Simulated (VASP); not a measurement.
The system is C.

```
CELL_PARAMETERS angstrom
0.00000 1.74696 1.74696
1.74696 0.00000 1.74696
1.74696 1.74696 0.00000
ATOMIC_POSITIONS crystal
C 0.75000 0.75000 0.75000
C 0.50000 0.50000 0.50000
```

Base run:

* Program: VASP 6.6.1
* Functional: PBE0
* Potentials or basis: VASP PAW PBE potentials, release 64 (C)
* Cutoff: 520 eV
* k mesh: 8 × 8 × 8
* Occupations: fermi-dirac, width 0.05 eV
* Spin: no spin polarisation

Its results: band gap on the k mesh 6.20 eV (least direct gap 7.90 eV); pressure 23.3 GPa.

Question: The run is repeated on the same cell with these changes: k mesh from 8 × 8 × 8 to 7 × 7 × 7; further incar settings from ALGO = Normal; EDIFF = 1e-06; NBANDS = 11 to ALGO = Normal; EDIFF = 1e-07; NBANDS = 11. What comes out?

Answer: Band gap on the k mesh 6.33 eV (least direct gap 7.92 eV); pressure 23.3 GPa.

Caveats: some runs use coarse meshes; the PAW data sets were made with another functional, which shifts forces and pressure a little; the cell stands under pressure (at least some runs); an odd mesh through Γ misses points on the zone boundary, where band edges can lie (at least some runs).
